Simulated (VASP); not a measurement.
Input of a VASP 6.6.1 run:

The input INCAR:

```
ALGO = Normal ; EDIFF = 1E-6
ENCUT = 520 ; GGA = PE
ISIF = 2 ; ISMEAR = 0
ISPIN = 2 ; LASPH = True
LCHARG = True ; LELF = True
LMAXMIX = 4 ; LORBIT = 11
LREAL = False ; LVHAR = True
LWAVE = False ; MAGMOM = 1 1 1 0
NBANDS = 32 ; NELM = 150
PREC = Accurate ; SIGMA = 0.1
```

KPOINTS

```
k-points
0
Gamma
  6 6 6
```

File POSCAR:

```
Cu3O
1.0
   -2.3791871500      2.3791871500      2.3791871500
    2.3791871500     -2.3791871500      2.3791871500
    2.3791871500      2.3791871500     -2.3791871500
Cu O
3 1
Direct
    0.0000000000      0.5000000000      0.5000000000
    0.5000000000      0.0000000000      0.5000000000
    0.5000000000      0.5000000000      0.0000000000
    0.0000000000      0.0000000000      0.0000000000
```

Potentials or basis: VASP PAW PBE potentials, release 64 (Cu, O).

Command:

```bash
$ cat potpaw_PBE.64/Cu/POTCAR potpaw_PBE.64/O/POTCAR > POTCAR
$ mpirun -np 1 vasp_std > vasp.out
```

(1) What does it give for the net moment?

(2) Estimate the pressure.

## Answers

(1) 0.00 μB per cell.

(2) -7.4 GPa.
